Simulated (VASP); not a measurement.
# SrTl3Ag (Pm-3m) in VASP: notebook

The runs below take SrTl3Ag through single point, relaxation of cell and atoms, with PBE.

Everything below comes from runs of VASP 6.6.1. Logs are shortened: lines on timing, memory, paths and dates and some standing lists are left out, and cuts for length are marked.

## Step 1: The cell of the first run

Symmetry: Pm-3m, No. 221, cubic system. Conventional cell: a = 5.569 Å, b = 5.569 Å, c = 5.569 Å, α = 90.00°, β = 90.00°, γ = 90.00°. Sr (site symmetry m-3m) has 12 Tl at 3.94 Å and 8 Ag at 4.82 Å within 5.2 Å. Tl (site symmetry 4/mmm) has 2 Ag at 2.78 Å within 3.7 Å. Within 3.7 Å of Ag (site symmetry m-3m) lie 6 Tl at 2.78 Å.

The cell was generated, and may not be a known phase.

## Step 2: Single point, PBE

File INCAR:

```
SYSTEM = SrTl3Ag
PREC = Accurate ; ENCUT = 520
EDIFF = 1E-6 ; ISMEAR = 0
SIGMA = 0.1 ; LREAL = .FALSE.
LASPH = .TRUE. ; NELM = 100
ALGO = Normal ; ISIF = 2
LWAVE = .FALSE. ; LCHARG = .FALSE.
GGA = PE ; NBANDS = 38
```

File KPOINTS:

```
Automatic mesh
0
G
  8 8 8
  0 0 0
```

File POSCAR:

```
SrTl3Ag
1.0
    5.5685787898      0.0000000000      0.0000000000
    0.0000000000      5.5685787898      0.0000000000
    0.0000000000      0.0000000000      5.5685787898
Sr Tl Ag
1 3 1
Direct
    0.0000000000      0.0000000000      0.0000000000
    0.0000000000      0.5000000000      0.5000000000
    0.5000000000      0.0000000000      0.5000000000
    0.5000000000      0.5000000000      0.0000000000
    0.5000000000      0.5000000000      0.5000000000
```

Potentials or basis: VASP PAW PBE potentials, release 64 (Sr_sv, Tl_d, Ag).

Launch:

```console
> cat potpaw_PBE.64/Sr_sv/POTCAR potpaw_PBE.64/Tl_d/POTCAR potpaw_PBE.64/Ag/POTCAR > POTCAR
> mpirun -np 1 vasp_std > vasp.out
```

OUTCAR:

```text
SYSTEM = SrTl3Ag
   PREC = Accurate
   ENCUT = 520
   EDIFF = 1E-6
   ISMEAR = 0
   LREAL = .FALSE.
   LASPH = .TRUE.
   NELM = 100
   ISIF = 2
   GGA = PE

 ion  position               nearest neighbor table
   1  0.000  0.000  0.000-   2 3.94   3 3.94   4 3.94   2 3.94   3 3.94   2 3.94   4 3.94   2 3.94
                             3 3.94   4 3.94   3 3.94   4 3.94
   2  0.000  0.500  0.500-   5 2.78   5 2.78   4 3.94   1 3.94   1 3.94   4 3.94   1 3.94   3 3.94
                             1 3.94   3 3.94   4 3.94   3 3.94   4 3.94   3 3.94
   3  0.500  0.000  0.500-   5 2.78   5 2.78   4 3.94   1 3.94   1 3.94   4 3.94   2 3.94   4 3.94
                             2 3.94   4 3.94   1 3.94   2 3.94   1 3.94   2 3.94
   4  0.500  0.500  0.000-   5 2.78   5 2.78   3 3.94   1 3.94   2 3.94   3 3.94   2 3.94   1 3.94
                             3 3.94   3 3.94   1 3.94   2 3.94   2 3.94   1 3.94
   5  0.500  0.500  0.500-   2 2.78   3 2.78   4 2.78   4 2.78   3 2.78   2 2.78

  LATTYP: Found a simple cubic cell.
 ALAT       =     5.5685787898

  Lattice vectors:

 A1 = (   5.5685787898,   0.0000000000,   0.0000000000)
 A2 = (   0.0000000000,   5.5685787898,   0.0000000000)
 A3 = (   0.0000000000,   0.0000000000,   5.5685787898)

Analysis of symmetry for initial positions (statically):
=====================================================================
 Subroutine PRICEL returns:
 Original cell was already a primitive cell.

 Routine SETGRP: Setting up the symmetry group for a
 simple cubic supercell.

 Subroutine GETGRP returns: Found 48 space group operations
 (whereof 48 operations were pure point group operations)
 out of a pool of 48 trial point group operations.

The static configuration has the point symmetry O_h .

Analysis of symmetry for dynamics (positions and initial velocities):
=====================================================================
 Subroutine PRICEL returns:
 Original cell was already a primitive cell.

 Routine SETGRP: Setting up the symmetry group for a
 simple cubic supercell.

 Subroutine GETGRP returns: Found 48 space group operations
 (whereof 48 operations were pure point group operations)
 out of a pool of 48 trial point group operations.

The dynamic configuration has the point symmetry O_h .

 Subroutine INISYM returns: Found 48 space group operations
 (whereof 48 operations are pure point group operations),
 and found     1 'primitive' translations

----------------------------------------------------------------------------------------

                                     Primitive cell

  volume of cell :     172.6764

  direct lattice vectors                    reciprocal lattice vectors
     5.568578790  0.000000000  0.000000000     0.179579034  0.000000000  0.000000000
     0.000000000  5.568578790  0.000000000     0.000000000  0.179579034  0.000000000
     0.000000000  0.000000000  5.568578790     0.000000000  0.000000000  0.179579034

  length of vectors
     5.568578790  5.568578790  5.568578790     0.179579034  0.179579034  0.179579034

  position of ions in fractional coordinates (direct lattice)
     0.000000000  0.000000000  0.000000000
     0.000000000  0.500000000  0.500000000
     0.500000000  0.000000000  0.500000000
     0.500000000  0.500000000  0.000000000
     0.500000000  0.500000000  0.500000000

  ion indices of the primitive-cell ions
   primitive index   ion index
                 1           1
                 2           2
                 3           3
                 4           4
                 5           5

----------------------------------------------------------------------------------------

 KPOINTS: Automatic mesh

Automatic generation of k-mesh.
 Grid dimensions read from file:
 generate k-points for:    8    8    8

 Generating k-lattice:

  Cartesian coordinates                     Fractional coordinates (reciprocal lattice)
     0.022447379  0.000000000  0.000000000     0.125000000  0.000000000  0.000000000
     0.000000000  0.022447379  0.000000000     0.000000000  0.125000000  0.000000000
     0.000000000  0.000000000  0.022447379     0.000000000  0.000000000  0.125000000

  Length of vectors
     0.022447379  0.022447379  0.022447379

  Shift w.r.t. Gamma in fractional coordinates (k-lattice)
     0.000000000  0.000000000  0.000000000

 Subroutine IBZKPT returns following result:
 ===========================================

 Found     35 irreducible k-points:

 Following reciprocal coordinates:
            Coordinates               Weight
  0.000000  0.000000  0.000000      1.000000
  0.125000  0.000000  0.000000      6.000000
  0.250000  0.000000  0.000000      6.000000
  0.375000  0.000000  0.000000      6.000000
  0.500000  0.000000  0.000000      3.000000
  0.125000  0.125000  0.000000     12.000000
[... 16 lines left out ...]
  0.375000  0.375000  0.125000     24.000000
  0.500000  0.375000  0.125000     24.000000
 [... further k-points ...]
   k-points           NKPTS =     35   k-points in BZ     NKDIM =     35   number of bands    NBANDS=     38
   number of dos      NEDOS =    301   number of ions     NIONS =      5
   total plane-waves  NPLWV =  74088
   dimension x,y,z NGX =    42 NGY =   42 NGZ =   42
   dimension x,y,z NGXF=    84 NGYF=   84 NGZF=   84
   ions per type =               1   3   1
   NGX,Y,Z   is equivalent  to a cutoff of  12.54, 12.54, 12.54 a.u.
   NGXF,Y,Z  is equivalent  to a cutoff of  25.08, 25.08, 25.08 a.u.
 SYSTEM =  SrTl3Ag
   PREC   = accura    normal or accurate (medium, high low for compatibility)
   ISTART =      0    job   : 0-new  1-cont  2-samecut
   ICHARG =      2    charge: 1-file 2-atom 10-const
   ISPIN  =      1    spin polarized calculation?
   LNONCOLLINEAR =      F non collinear calculations
   LSORBIT =      F    spin-orbit coupling
   LASPH  =      T    aspherical Exc in radial PAW
   ENCUT  =  520.0 eV  38.22 Ry    6.18 a.u.  10.35 10.35 10.35*2*pi/ulx,y,z
   NELM   =    100;   NELMIN=  2; NELMDL= -5     # of ELM steps
   EDIFF  = 0.1E-05   stopping-criterion for ELM
   LREAL  =      F    real-space projection
   EDIFFG = 0.1E-04   stopping-criterion for IOM
   NSW    =      0    number of steps for IOM
   IBRION =     -1    ionic relax: 0-MD 1-quasi-New 2-CG
   NFREE  =      0    steps in history (QN), initial steepest desc. (CG)
   ISIF   =      2    stress and relaxation
   ISYM   =      2    0-nonsym 1-usesym 2-fastsym
   POTIM  = 0.5000    time-step for ionic-motion
   TEBEG  =    0.0;   TEEND  =   0.0 temperature during run
   PSTRESS=    0.0 pullay stress
   NELECT =      60.0000    total number of electrons
   NUPDOWN=      -1.0000    fix difference up-down
   EMIN   =  10.00;   EMAX   =-10.00  energy-range for DOS
   EFERMI =   0.00;   METHOD = LEGACY
   ISMEAR =     0;   SIGMA  =   0.10  broadening in eV -4-tet -1-fermi 0-gaus
   EFERMI_NEDOS =   21; number of points for ismear=-14 and -15
   IALGO  =     38    algorithm
   IMIX   =      4    mixing-type and parameters
     AMIX     =   0.40;   BMIX     =  1.00
     AMIX_MAG =   1.60;   BMIX_MAG =  1.00
  volume/ion in A,a.u.               =      34.54       233.06
  Fermi-wavevector in a.u.,A,eV,Ry     =   1.150926  2.174935 18.022706  1.324632
  Thomas-Fermi vector in A             =   2.287587
   LORBIT       =      0    0 simple, 1 ext, 2 COOP (PROOUT), +10 PAW based schemes
   GGA     = PE    functional components
   LHFCALC =     F    Hartree Fock is set to
   AEXX    =    0.0000 exact exchange contribution
   IVDW    =     0    specifies the selected vdW correction
   LEPSILON=     F    determine dielectric tensor
   LRPA    =     F    only Hartree local field effects (RPA)
 non-spin polarized calculation
 Gauss-broadening in eV      SIGMA  =   0.10
  energy-cutoff  :      520.00
  volume of cell :      172.68
 maximum number of plane-waves:      4697
 NGX is ok and might be reduce to    42
   NGX = 21   NGY = 21   NGZ = 21

 number of electron      60.0000017 magnetization

 Free energy of the ion-electron system (eV)
  ---------------------------------------------------
  ext. energy  EPLUGINS =         0.00000000
  ---------------------------------------------------
  free energy    TOTEN  =       -10.91429189 eV

  energy without entropy =      -10.89321660  energy(sigma->0) =      -10.90375424

 E-fermi :   4.2813     XC(G=0):  -8.9826

 val. band max:        4.2772959217   @ k =   0.3750   0.1250   0.1250
 cond. band min:       4.2837217808   @ k =   0.5000   0.3750   0.1250
 fundamental gap:      0.0064258591
 Fermi energy:         4.2813416125

 k-point     1 :       0.0000    0.0000    0.0000
  band No.  band energies     occupation
      1     -32.5623      2.00000
      2     -14.5096      2.00000
      3     -14.5096      2.00000
      4     -14.5096      2.00000
      5      -7.4844      2.00000
      6      -7.3235      2.00000
[... 30 lines left out ...]
     37       7.0740      0.00000
     38       7.0740      0.00000

 k-point     2 :       0.1250    0.0000    0.0000
  band No.  band energies     occupation
      1     -32.5623      2.00000
      2     -14.5106      2.00000
      3     -14.5096      2.00000
      4     -14.5096      2.00000
      5      -7.4727      2.00000
      6      -7.3217      2.00000
[... 30 lines left out ...]
     37       7.3453      0.00000
     38       7.6070      0.00000

 k-point     3 :       0.2500    0.0000    0.0000
  band No.  band energies     occupation
      1     -32.5622      2.00000
      2     -14.5131      2.00000
      3     -14.5097      2.00000
      4     -14.5097      2.00000
      5      -7.4492      2.00000
      6      -7.3193      2.00000
[... 30 lines left out ...]
     37       7.2235      0.00000
     38       7.3104      0.00000

 k-point     4 :       0.3750    0.0000    0.0000
  band No.  band energies     occupation
      1     -32.5622      2.00000
      2     -14.5156      2.00000
      3     -14.5097      2.00000
      4     -14.5097      2.00000
      5      -7.4321      2.00000
      6      -7.3187      2.00000
[... 30 lines left out ...]
     37       7.0873      0.00000
     38       7.2047      0.00000
[... 703 lines left out ...]
      4     -14.5105      2.00000
      5      -7.3757      2.00000
      6      -7.2942      2.00000
[... 30 lines left out ...]
     37       7.5846      0.00000
     38       7.8009      0.00000

 k-point    23 :       0.3750    0.3750    0.1250
  band No.  band energies     occupation
      1     -32.5621      2.00000
      2     -14.5147      2.00000
      3     -14.5143      2.00000
      4     -14.5105      2.00000
      5      -7.3649      2.00000
      6      -7.2784      2.00000
[... 30 lines left out ...]
     37       7.8147      0.00000
     38       8.1556      0.00000

 k-point    24 :       0.5000    0.3750    0.1250
  band No.  band energies     occupation
      1     -32.5621      2.00000
      2     -14.5153      2.00000
      3     -14.5144      2.00000
      4     -14.5105      2.00000
      5      -7.3604      2.00000
      6      -7.2742      2.00000
[... 30 lines left out ...]
     37       7.7051      0.00000
     38       8.1141      0.00000

 [... further k-points ...]
[... 5 lines left out ...]
  --------------------------------------------------------------------------------------
  -------------------------------------------------------------------------------------
  Total       -0.0383246     -0.0383246     -0.0383246      0.0000000      0.0000000     -0.0000000
  in kB       -0.3555943     -0.3555943     -0.3555943      0.0000000      0.0000000     -0.0000000
  external PRESSURE =      -0.3555943 kB  Pullay stress =       0.0000000 kB

 VOLUME and BASIS-vectors are now :
 -----------------------------------------------------------------------------
  energy-cutoff  :      520.00
  volume of cell :      172.68
      direct lattice vectors                 reciprocal lattice vectors
     5.568578790  0.000000000  0.000000000     0.179579034  0.000000000  0.000000000
     0.000000000  5.568578790  0.000000000     0.000000000  0.179579034  0.000000000
     0.000000000  0.000000000  5.568578790     0.000000000  0.000000000  0.179579034

 POSITION                                       TOTAL-FORCE (eV/Angst)
 -----------------------------------------------------------------------------------
      0.00000      0.00000      0.00000         0.000000      0.000000      0.000000
      0.00000      2.78429      2.78429         0.000000      0.000000      0.000000
      2.78429      0.00000      2.78429         0.000000      0.000000      0.000000
      2.78429      2.78429      0.00000         0.000000      0.000000      0.000000
      2.78429      2.78429      2.78429         0.000000      0.000000      0.000000
 -----------------------------------------------------------------------------------
    total drift:                                0.000000     -0.000000     -0.000000

  FREE ENERGIE OF THE ION-ELECTRON SYSTEM (eV)
  ---------------------------------------------------
  free  energy   TOTEN  =       -10.9142918873 eV

  energy  without entropy=      -10.8932165962  energy(sigma->0) =      -10.90375424
```

It took 3.2 min on 1 thread of Intel Xeon Platinum 8375C at 2.90GHz (Ice Lake), shared host; peak memory 0.4 GiB.

What came out:

* Free energy: -10.9143 eV
* Pressure: 0.0 GPa
* Band gap on the k mesh: zero (bands 30 and 31 overlap by 1.34 eV)

Caveat: spin-orbit coupling is left out, which moves the levels of the heavy elements.

## Step 3: Relaxation of cell and atoms, PBE

This run uses another cell than the first one, of 34.31 Å³/atom.

File INCAR:

```
SYSTEM = SrTl3Ag
PREC     = Accurate       ! precision mode
ENCUT    = 600            ! plane-wave cutoff, eV
EDIFF    = 1E-7           ! SCF threshold, eV
ISMEAR   = 0              ! smearing method
SIGMA    = 0.1            ! smearing width, eV
LREAL    = .False.        ! projectors in reciprocal space
LASPH    = .True.         ! aspherical terms in the spheres
NELM     = 100            ! most SCF steps
ALGO     = Normal         ! electronic algorithm
ISIF     = 3              ! what is computed and relaxed
LWAVE    = .False.        ! write WAVECAR
LCHARG   = .False.        ! write CHGCAR
GGA      = PE             ! functional
IBRION   = 2              ! ionic algorithm
NSW      = 100            ! ionic steps
EDIFFG   = -0.01          ! ionic threshold
```

File KPOINTS:

```
regular mesh
0
Gamma
  8 8 8
  0 0 0
```

Changes to POSCAR since step 2:

```diff
@@ -2,5 +2,5 @@
 1.0
-    5.5685787898      0.0000000000      0.0000000000
-    0.0000000000      5.5685787898      0.0000000000
-    0.0000000000      0.0000000000      5.5685787898
+    5.5564904540      0.0000000000      0.0000000000
+    0.0000000000      5.5564904540      0.0000000000
+    0.0000000000      0.0000000000      5.5564904540
 Sr Tl Ag
```

Potentials or basis: VASP PAW PBE potentials, release 64 (Sr_sv, Tl_d, Ag).

Launch:

```console
> cat potpaw_PBE.64/Sr_sv/POTCAR potpaw_PBE.64/Tl_d/POTCAR potpaw_PBE.64/Ag/POTCAR > POTCAR
> mpirun -np 1 vasp_std > vasp.out
```

Run time: 7.1 min. Hardware: 1 thread of Intel Xeon Platinum 8375C at 2.90GHz (Ice Lake), shared host; peak memory 0.51 GiB.

Results (log left out):

* Free energy: -10.9140 eV
* Relaxed volume: 34.49 Å³/atom
* Relaxed cell: a = 5.566 Å, b = 5.566 Å, c = 5.566 Å, α = 90.00°, β = 90.00°, γ = 90.00°
* Space group after relaxing (to 0.1 Å): Pm-3m (No. 221)
* Energy gained by relaxing: 0.1 meV/atom
* Ionic steps: 2
* Pressure after relaxing: 0.0 GPa
* Band gap on the k mesh: zero (bands 30 and 31 overlap by 1.34 eV)

The path:
```
step  energy change (eV)  largest force (eV/Å)  pressure (GPa)  volume (Å³)
   1              0.0000                0.0000            0.17       171.55
   2             -0.0006                0.0000            0.03       172.46
```

Final structure:
```
Sr Tl Ag
1.0
     5.56626    0.00000    0.00000
     0.00000    5.56626    0.00000
     0.00000    0.00000    5.56626
Sr Tl Ag
1 3 1
Direct
  0.00000 0.00000 0.00000
  0.00000 0.50000 0.50000
  0.50000 0.00000 0.50000
  0.50000 0.50000 0.00000
  0.50000 0.50000 0.50000
```

Levels at points of the mesh, in eV from the Fermi level:
| k point | band 28 | band 29 | band 30 | band 31 | band 32 | band 33 |
| --- | --- | --- | --- | --- | --- | --- |
| (0.00, 0.00, 0.00) | -1.42 | -1.42 | -1.42 | 1.05 | 2.44 | 2.44 |
| (0.50, 0.00, 0.00) | -0.95 | -0.95 | -0.12 | 0.19 | 0.92 | 1.35 |
| (0.50, 0.50, 0.00) | -1.81 | -0.54 | 0.32 | 0.71 | 0.71 | 0.98 |
| (0.50, 0.50, 0.50) | -4.11 | -1.02 | -1.02 | -1.02 | 1.30 | 3.38 |

Caveat: spin-orbit coupling is left out, which moves the levels of the heavy elements.

## Step 4: Single point, PBE

This run uses another cell than the first one, of 25.20 Å³/atom.

File INCAR:

```
ALGO = Normal ; EDIFF = 1E-6
ENCUT = 520 ; GGA = PE
ISIF = 2 ; ISMEAR = 0
LASPH = True ; LCHARG = False
LREAL = False ; LWAVE = False
NBANDS = 38 ; NELM = 100
PREC = Accurate ; SIGMA = 0.1
```

File KPOINTS:

```
k-points
0
Gamma
  4 4 4
```

Changes to POSCAR since step 3:

```diff
@@ -2,5 +2,5 @@
 1.0
-    5.5564904540      0.0000000000      0.0000000000
-    0.0000000000      5.5564904540      0.0000000000
-    0.0000000000      0.0000000000      5.5564904540
+    5.0134947700      0.0000000000      0.0000000000
+    0.0000000000      5.0134947700      0.0000000000
+    0.0000000000      0.0000000000      5.0134947700
 Sr Tl Ag
```

Launch:

```console
> cat potpaw_PBE.64/Sr_sv/POTCAR potpaw_PBE.64/Tl_d/POTCAR potpaw_PBE.64/Ag/POTCAR > POTCAR
> mpirun -np 1 vasp_std > vasp.out
```

Wall time 62 s (1 thread of Intel Xeon Platinum 8375C at 2.90GHz (Ice Lake), shared host); peak memory 0.26 GiB.

Results (log left out):

```yaml
Free_energy: -8.9564 eV
Pressure: 19.1 GPa
Band_gap_on_the_k_mesh: zero (bands 30 and 31 overlap by 1.81 eV)
```

Levels at points of the mesh, in eV from the Fermi level:
| k point | band 27 | band 28 | band 29 | band 30 | band 31 | band 32 | band 33 | band 34 |
| --- | --- | --- | --- | --- | --- | --- | --- | --- |
| (0.00, 0.00, 0.00) | -2.31 | -2.20 | -2.20 | -2.20 | 2.27 | 3.00 | 3.00 | 3.00 |
| (0.50, 0.00, 0.00) | -1.95 | -1.61 | -1.61 | -0.14 | 0.64 | 1.74 | 1.74 | 2.08 |
| (0.50, 0.50, 0.00) | -6.03 | -2.33 | 0.26 | 0.48 | 0.64 | 0.64 | 1.53 | 1.53 |
| (0.50, 0.50, 0.50) | -6.53 | -5.43 | -1.33 | -1.33 | -1.33 | 2.43 | 4.26 | 4.26 |

Caveat: the cell stands under pressure; spin-orbit coupling is left out, which moves the levels of the heavy elements.

## Step 5: Overview

```csv
task,cell,k mesh,cutoff (eV),gap on the mesh (eV),pressure (GPa)
single point,"a = 5.569 Å, 5 atoms",8 × 8 × 8,520,none,0.0
relaxation of cell and atoms,"relaxed from a = 5.556 Å, 5 atoms",8 × 8 × 8,600,none,0.0
single point,"a = 5.013 Å, 5 atoms",4 × 4 × 4,520,none,19.1
```

Alike in all rows: level PBE; potentials or basis VASP PAW PBE potentials, release 64 (Sr_sv, Tl_d, Ag); no spin polarisation; smearing gaussian 0.1 eV.

Caveats: spin-orbit coupling is left out, which moves the levels of the heavy elements; the cell stands under pressure (at least some runs).

Total energies depend on the potentials used, so only differences within one code and one set of settings carry meaning.

The gap in the log of VASP goes by the Fermi energy; the results here count the filled bands.